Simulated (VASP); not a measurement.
Here is a VASP 6.6.1 calculation.

File INCAR:

```
SYSTEM = Ga7PdN8
PREC = Accurate
ENCUT = 520
EDIFF = 1E-6
ISMEAR = 0
SIGMA = 0.05
LREAL = Auto
LASPH = .TRUE.
NELM = 150
ALGO = Normal
ISIF = 2
LWAVE = .FALSE.
LCHARG = .FALSE.
ISPIN = 2
MAGMOM = 0.37 0 0 0 0 0 0 0 0.18 0.01 0.01 0.01 0.04 0.04 0.04 0
LORBIT = 11
LMAXMIX = 4
LDAU = .TRUE.
LDAUTYPE = 2
LDAUL = 2 -1 -1
LDAUU = 2 0 0
LDAUJ = 0 0 0
LDAUPRINT = 1
GGA = PS
NBANDS = 88
```

The input KPOINTS:

```
Automatic mesh
0
G
  3 3 3
  0 0 0
```

File POSCAR:

```
Ga7PdN8
1.0
    6.3800000000      0.0000000000      0.0000000000
   -3.1900000000      5.5252421000      0.0000000000
    0.0000000000      0.0000000000      5.1890000000
Pd Ga N
1 7 8
Direct
    0.3333333333      0.1666666667      0.9970661367
    0.3367868153      0.6683934076      0.0013916944
    0.8316065924      0.1632131847      0.0013916944
    0.8316065924      0.6683934076      0.0013916944
    0.1645381660      0.3354618340      0.4974567470
    0.1645381660      0.8290763319      0.4974567470
    0.6709236681      0.3354618340      0.4974567470
    0.6666666667      0.8333333333      0.4986304684
    0.3333333333      0.1666666667      0.4037776122
    0.3349280613      0.6674640307      0.3738691721
    0.8325359693      0.1650719387      0.3738691721
    0.8325359693      0.6674640307      0.3738691721
    0.1551430545      0.3448569455      0.8695298536
    0.1551430545      0.8102861089      0.8695298536
    0.6897138911      0.3448569455      0.8695298536
    0.6666666667      0.8333333333      0.8737833818
```

Potentials or basis: VASP PAW PBE potentials, release 64 (Pd, Ga_d, N).

The run is started by

```bash
$ cat potpaw_PBE.64/Pd/POTCAR potpaw_PBE.64/Ga_d/POTCAR potpaw_PBE.64/N/POTCAR > POTCAR
$ mpirun -np 1 vasp_std > vasp.out
```

(1) Predict the net moment.

(2) Predict the largest force.

(3) What does it give for the pressure?

Answers

(1) 0.00 μB per cell.

(2) 0.925 eV/Å.

(3) 2.7 GPa.

Caveat: the k points lie up to 0.40 Å⁻¹ apart; the PAW data sets were made with another functional, which shifts forces and pressure a little.
